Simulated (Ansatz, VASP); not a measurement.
## BiW3: VASP beside Ansatz

File INCAR:

```
PREC = Accurate
ENCUT = 520
EDIFF = 1E-7
ISMEAR = 0
SIGMA = 0.1
LREAL = F
LASPH = T
NELM = 60
ALGO = Normal
ISIF = 2
LWAVE = F
LCHARG = F
GGA = PE
NBANDS = 36
```

File KPOINTS:

```
regular mesh
0
Gamma
  6 6 6
```

File POSCAR:

```
BiW3
1.0
   -2.0690153864      2.0690153864      4.6216967072
    2.0690153864     -2.0690153864      4.6216967072
    2.0690153864      2.0690153864     -4.6216967072
Bi W
1 3
Direct
    0.0000000000      0.0000000000      0.0000000000
    0.5000000000      0.5000000000      0.0000000000
    0.2500000000      0.7500000000      0.5000000000
    0.7500000000      0.2500000000      0.5000000000
```

Input for Ansatz:

```yaml
crystal:
  lattice:
    - [-2.0690153864, 2.0690153864, 4.6216967072]
    - [2.0690153864, -2.0690153864, 4.6216967072]
    - [2.0690153864, 2.0690153864, -4.6216967072]
  atoms:
    - { symbol: Bi, position: [0.0, 0.0, 0.0] }
    - { symbol: W, position: [0.5, 0.5, 0.0] }
    - { symbol: W, position: [0.25, 0.75, 0.5] }
    - { symbol: W, position: [0.75, 0.25, 0.5] }
basis:
  ecutwfc: 420
kpoints:
  mp_grid: { grid: [6, 6, 6] }
hamiltonian:
  xc: pbe
scf:
  occupations: { method: gaussian, width: 0.1 }
  lower_state_search: "off"
output:
  forces: true
  stress: true
  eigenvalues: true
```

Alike in both runs: task single point; functional PBE; k mesh 6 × 6 × 6; occupations gaussian, width 0.1 eV; no spin polarisation.

```csv
,VASP,Ansatz
version,VASP 6.6.1,Ansatz 0.2.0
potentials or method,"VASP PAW PBE potentials, release 64 (Bi_d, W_sv), cutoff 520 eV","scalar-relativistic, plane waves, PAW"
valence electrons in the cell,57,57
```

|  | VASP | Ansatz | Ansatz less VASP |
| --- | --- | --- | --- |
| gap on the k mesh at the Fermi level (eV) | none | none | - |
| pressure (GPa) | -16.4 | -16.5 | -0.12 |
| traceless stress, the component that is largest in VASP (GPa) | 0.07 | 0.11 | +0.043 |

A gap of «none» marks a metal or a gap that the smearing closes.

Neither program's run includes spin-orbit coupling.
